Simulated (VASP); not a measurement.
Runs of VASP 6.6.1 on C. The structure is that of space group P6_3/mmc (No. 194), or close to it. The cells are those of the table. 

| task | spin | cell | k mesh | cutoff (eV) | smearing | gap on the mesh (eV) | pressure (GPa) |
| --- | --- | --- | --- | --- | --- | --- | --- |
| single point | collinear, ferromagnetic start | a = 2.470, b = 2.470, c = 6.790 Å, angles 90.0, 90.0, 120.0°, 4 atoms | 12 × 12 × 4 | 520 | gaussian 0.1 eV | none | -1.4 |
| single point | off | a = 2.465, b = 2.465, c = 6.738 Å, angles 90.0, 90.0, 120.0°, 4 atoms | 18 × 18 × 6 | 520 | fermi-dirac 0.15 eV | none | (b) |
| single point | off | a = 2.464, b = 2.464, c = 6.611 Å, angles 90.0, 90.0, 120.0°, 4 atoms | 18 × 18 × 6 | 520 | fermi-dirac 0.15 eV | none | 1.2 |
| relaxation of shape and atoms at fixed volume | off | relaxed from a = 2.481, b = 2.481, c = 6.783 Å, angles 90.0, 90.0, 120.0°, 4 atoms | 18 × 18 × 6 | 600 | fermi-dirac 0.15 eV | none | -0.8 |
| relaxation of cell and atoms | off | relaxed to 25 GPa from a = 2.451, b = 2.451, c = 5.990 Å, angles 90.0, 90.0, 120.0°, 4 atoms | 18 × 18 × 8 | 600 | fermi-dirac 0.15 eV | none | 25.0 |
| single point | off | a = 2.429, b = 2.429, c = 5.443 Å, angles 90.0, 90.0, 120.0°, 4 atoms | 18 × 18 × 8 | 520 | fermi-dirac 0.15 eV | none | (a) |
| single point | off | a = 2.465, b = 2.465, c = 6.741 Å, angles 90.0, 90.0, 120.0°, 4 atoms | 15 × 15 × 5 | 520 | gaussian 0.1 eV | none | 0.4 |

Alike in all rows: level PBE+D3(BJ); potentials or basis VASP PAW PBE potentials, release 64 (C).

**Question.** Fill in the values left out.

**Answer.** (a) 25.6; (b) 0.5.

Caveats: pairwise dispersion overbinds metals, which lowers pressure and volume (some runs); the cell is relaxed towards a set pressure, so the enthalpy falls and the energy may rise (some runs).

A gap of «none» marks levels without a gap at the run's occupations.
